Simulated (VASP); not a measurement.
# BaZrP (P-6m2) in VASP: notebook, part 3 of 3

VASP 6.6.1.

**4. Relaxation of cell and atoms, PBE**

Contents of INCAR:

```
  PREC = Accurate
  ENCUT = 600
  EDIFF = 1E-7
  ISMEAR = 0
  SIGMA = 0.1
  LREAL = False
  LASPH = True
  NELM = 100
  ALGO = Normal
  ISIF = 3
  LWAVE = False
  LCHARG = False
  GGA = PE
  IBRION = 2
  NSW = 90
  EDIFFG = -0.04
```

Contents of KPOINTS:

```
Automatic mesh
0
Gamma
  6 6 4
```

Contents of POSCAR:

```
BaZrP
1.0
    4.4839774400      0.0000000000      0.0000000000
   -2.2419887200      3.8832383700      0.0000000000
    0.0000000000      0.0000000000      4.4748502600
Ba Zr P
1 1 1
Direct
    0.6666666700      0.3333333300      0.0000000000
    0.0000000000      0.0000000000      0.5000000000
    0.3333333300      0.6666666700      0.5000000000
```

Potentials or basis: VASP PAW PBE potentials, release 64 (Ba_sv, Zr_sv, P).

Command:

```sh
$ cat potpaw_PBE.64/Ba_sv/POTCAR potpaw_PBE.64/Zr_sv/POTCAR potpaw_PBE.64/P/POTCAR > POTCAR
$ mpirun -np 1 vasp_std > vasp.out
```

OUTCAR:

```text
PREC = Accurate
   ENCUT = 600
   EDIFF = 1E-7
   ISMEAR = 0
   LREAL = False
   LASPH = True
   NELM = 100
   ISIF = 3
   GGA = PE
   IBRION = 2
   NSW = 90
   EDIFFG = -0.04

 ion  position               nearest neighbor table
   1  0.667  0.333  0.000-   3 3.42   3 3.42   2 3.42   2 3.42   3 3.42   3 3.42   2 3.42   2 3.42
                             2 3.42   2 3.42   3 3.42   3 3.42
   2  0.000  0.000  0.500-   3 2.59   3 2.59   3 2.59   1 3.42   1 3.42   1 3.42   1 3.42   1 3.42
                             1 3.42
   3  0.333  0.667  0.500-   2 2.59   2 2.59   2 2.59   1 3.42   1 3.42   1 3.42   1 3.42   1 3.42
                             1 3.42

  LATTYP: Found a hexagonal cell.
 ALAT       =     4.4839774400
 C/A-ratio  =     0.9979644902

  Lattice vectors:

 A1 = (   4.4839774400,   0.0000000000,   0.0000000000)
 A2 = (  -2.2419887200,   3.8832383700,   0.0000000000)
 A3 = (   0.0000000000,   0.0000000000,   4.4748502600)

Analysis of symmetry for initial positions (statically):
=====================================================================
 Subroutine PRICEL returns:
 Original cell was already a primitive cell.

 Routine SETGRP: Setting up the symmetry group for a
 hexagonal supercell.

 Subroutine GETGRP returns: Found 12 space group operations
 (whereof 12 operations were pure point group operations)
 out of a pool of 24 trial point group operations.

[... 144 lines left out ...]
 non-spin polarized calculation
 Gauss-broadening in eV      SIGMA  =   0.10
  energy-cutoff  :      600.00
  volume of cell :       77.92
 maximum number of plane-waves:      2646
 NGX is ok and might be reduce to    36
   NGX = 17   NGY = 17   NGZ = 17

--------------------------------------- Ionic step        1  -------------------------------------------

 number of electron      27.0000001 magnetization

 Free energy of the ion-electron system (eV)
  ---------------------------------------------------
  ext. energy  EPLUGINS =         0.00000000
  ---------------------------------------------------
  free energy    TOTEN  =       -16.88728793 eV

  energy without entropy =      -16.86500675  energy(sigma->0) =      -16.87614734

 E-fermi :   6.1341     XC(G=0): -10.0088

 val. band max:        6.1042903486   @ k =   0.0000   0.0000   0.2500
 cond. band min:       6.1600487568   @ k =   0.3333   0.0000   0.2500
 fundamental gap:      0.0557584083
 Fermi energy:         6.1341085244

 k-point     1 :       0.0000    0.0000    0.0000
  band No.  band energies     occupation
      1     -43.0026      2.00000
      2     -21.6457      2.00000
      3     -21.1296      2.00000
      4     -21.1296      2.00000
      5     -21.0821      2.00000
      6      -7.0023      2.00000
[... 667 lines left out ...]
--------------------------------------- Ionic step        8  -------------------------------------------

 number of electron      27.0000001 magnetization

 Free energy of the ion-electron system (eV)
  ---------------------------------------------------
  ext. energy  EPLUGINS =         0.00000000
  ---------------------------------------------------
  free energy    TOTEN  =       -17.12539735 eV

  energy without entropy =      -17.10590568  energy(sigma->0) =      -17.11565151

 E-fermi :   4.9886     XC(G=0):  -9.2550

 val. band max:        4.9506437585   @ k =   0.5000   0.0000   0.0000
 cond. band min:       4.9889887498   @ k =   0.5000   0.0000   0.2500
 fundamental gap:      0.0383449913
 Fermi energy:         4.9886250097

 k-point     1 :       0.0000    0.0000    0.0000
  band No.  band energies     occupation
      1     -44.2589      2.00000
      2     -23.3072      2.00000
      3     -22.3580      2.00000
      4     -22.3203      2.00000
      5     -22.3203      2.00000
      6      -8.6036      2.00000
[... 439 lines left out ...]
  FREE ENERGIE OF THE ION-ELECTRON SYSTEM (eV)
  ---------------------------------------------------
  free  energy   TOTEN  =       -17.1253973487 eV

  energy  without entropy=      -17.1059056802  energy(sigma->0) =      -17.11565151

 reached required accuracy - stopping structural energy minimisation
```

CONTCAR:

```text
BaZrP
   1.00000000000000
     4.4762322991395527    0.0000000000000000   -0.0000000000000000
    -2.2381161495697763    3.8765308813031569    0.0000000000000000
     0.0000000000000000    0.0000000000000000    5.3053453107213482
  Ba              Zr              P
     1     1     1
Direct
     0.6666666699999979    0.3333333300000021    0.0000000000000000
     1.0000000000000000    0.0000000000000000    0.5000000000000000
     0.3333333300000021    0.6666666699999979    0.5000000000000000

  0.00000000E+00  0.00000000E+00  0.00000000E+00
  0.00000000E+00  0.00000000E+00  0.00000000E+00
  0.00000000E+00  0.00000000E+00  0.00000000E+00
```

It took 7.6 min on 1 thread of Intel Xeon 8259CL, shared host; peak memory 0.25 GiB.

What came out:

| Quantity | Value |
| --- | --- |
| Free energy | -17.1254 eV |
| Relaxed volume | 30.69 Å³/atom |
| Relaxed cell | a = 4.476 Å, b = 4.476 Å, c = 5.305 Å, α = 90.00°, β = 90.00°, γ = 120.00° |
| Space group after relaxing (to 0.1 Å) | P-6m2 (No. 187) |
| Energy gained by relaxing | 79.4 meV/atom |
| Ionic steps | 8 |
| Pressure after relaxing | 0.0 GPa |
| Band gap on the k mesh | zero (an odd number of electrons rules out a gap without spin polarisation) |

Stress tensor (GPa, compression positive):
```
-0.09  0.00  0.00
 0.00 -0.09  0.00
 0.00  0.00  0.07
```

The path:
| step | energy change (eV) | largest force (eV/Å) | pressure (GPa) | volume (Å³) |
| --- | --- | --- | --- | --- |
| 1 | 0.0000 | 0.0000 | 5.30 | 77.92 |
| 2 | -0.1087 | 0.0000 | -1.75 | 88.02 |
| 3 | -0.1196 | 0.0000 | -0.34 | 85.47 |
| 4 | -0.1737 | 0.0000 | -0.16 | 86.77 |
| 5 | -0.2297 | 0.0000 | 0.53 | 89.29 |
| 6 | -0.2335 | 0.0000 | 0.87 | 90.09 |
| 7 | -0.2334 | 0.0000 | -0.89 | 94.09 |
| 8 | -0.2381 | 0.0000 | -0.04 | 92.06 |

Final structure:
```xyz
3
Lattice="4.4762 0.0000 0.0000 -2.2381 3.8765 0.0000 0.0000 0.0000 5.3053" Properties=species:S:1:pos:R:3 pbc="T T T"
Ba    2.2381    1.2922    0.0000
Zr    4.4762    0.0000    2.6527
P     0.0000    2.5844    2.6527
```

Caveat: the volume moved by over 15 % at a fixed basis, so the end points are rough; spin-orbit coupling is left out, which moves the levels of the heavy elements.

**5. Single point, PBE, collinear spin**

This run uses another cell than the first one, of 30.00 Å³/atom.

Contents of INCAR:

```
ALGO = Normal ; EDIFF = 1E-7
ENCUT = 520 ; GGA = PE
ISIF = 2 ; ISMEAR = 0
ISPIN = 2 ; LASPH = True
LCHARG = False ; LMAXMIX = 4
LORBIT = 11 ; LREAL = False
LWAVE = False ; MAGMOM = 0 1 0
NBANDS = 24 ; NELM = 150
PREC = Accurate ; SIGMA = 0.1
```

Contents of KPOINTS:

```
k-points
0
Gamma
  6 6 4
```

Contents of POSCAR:

```
BaZrP
1.0
    4.4795533577      0.0000000000      0.0000000000
   -2.2397766789      3.8794070054      0.0000000000
    0.0000000000      0.0000000000      5.1782470293
Ba Zr P
1 1 1
Direct
    0.6666666667      0.3333333333      0.0000000000
    0.0000000000      0.0000000000      0.5000000000
    0.3333333333      0.6666666667      0.5000000000
```

Command:

```sh
$ cat potpaw_PBE.64/Ba_sv/POTCAR potpaw_PBE.64/Zr_sv/POTCAR potpaw_PBE.64/P/POTCAR > POTCAR
$ mpirun -np 1 vasp_std > vasp.out
```

It took 8.3 min on 1 thread of Intel Xeon 8259CL, shared host; peak memory 0.31 GiB.

Results (log left out):

```yaml
Free_energy: -17.1227 eV
Pressure: 0.4 GPa
Net_moment: 0.10 μB per cell
Site_moments: Ba +0.01; Zr +0.05; P -0.00 μB
Valence_electrons_inside_the_program's_atomic_spheres: Ba 7.96; Zr 9.86; P 2.53
```

Stress tensor (GPa, compression positive):
```
0.34 0.00 0.00
0.00 0.34 0.00
0.00 0.00 0.63
```

Levels at points of the mesh, in eV from the Fermi level:
Spin up:
```csv
k point,band 10,band 11,band 12,band 13,band 14,band 15,band 16,band 17
"(0.00, 0.00, 0.00)",-3.41,-3.41,-1.98,-1.90,0.50,0.50,0.68,2.06
"(0.50, 0.00, 0.00)",-4.17,-3.00,-2.25,-1.09,-0.30,-0.06,1.58,1.63
"(0.00, 0.00, 0.50)",-3.52,-3.52,-3.49,-0.07,-0.07,0.69,1.23,2.52
"(0.50, 0.00, 0.50)",-3.67,-3.14,-2.43,-0.20,0.30,0.45,0.61,0.89
```
Spin down:
```
           k point  band 11  band 12  band 13  band 14  band 15  band 16
(0.00, 0.00, 0.00)    -3.39    -1.96    -1.89     0.57     0.57     0.70
(0.50, 0.00, 0.00)    -2.98    -2.24    -1.06    -0.23    -0.04     1.64
(0.00, 0.00, 0.50)    -3.50    -3.48    -0.02    -0.02     0.74     1.23
(0.50, 0.00, 0.50)    -3.12    -2.42    -0.16     0.33     0.53     0.64
```

Caveat: spin-orbit coupling is left out, which moves the levels of the heavy elements.

**6. Summary**

| task | spin | cell | cutoff (eV) | gap on the mesh (eV) | pressure (GPa) |
| --- | --- | --- | --- | --- | --- |
| single point | off | a = 4.484, b = 4.484, c = 4.475 Å, angles 90.0, 90.0, 120.0°, 3 atoms | 520 | none | 5.3 |
| single point | off | a = 4.480, b = 4.480, c = 5.178 Å, angles 90.0, 90.0, 120.0°, 3 atoms | 520 | none | 0.4 |
| relaxation of cell and atoms | off | relaxed from a = 4.484, b = 4.484, c = 4.475 Å, angles 90.0, 90.0, 120.0°, 3 atoms | 600 | none | 0.0 |
| single point | collinear | a = 4.480, b = 4.480, c = 5.178 Å, angles 90.0, 90.0, 120.0°, 3 atoms | 520 | none | 0.4 |

Alike in all rows: level PBE; potentials or basis VASP PAW PBE potentials, release 64 (Ba_sv, Zr_sv, P); k mesh 6 × 6 × 4; smearing gaussian 0.1 eV.

Caveats: spin-orbit coupling is left out, which moves the levels of the heavy elements; the cell stands under pressure (at least some runs); the volume moved by over 15 % at a fixed basis, so the end points are rough (at least some runs).

Absolute energies hang on the potentials; compare differences alone.

The gap in the log of VASP goes by the Fermi energy; the results here count the filled bands.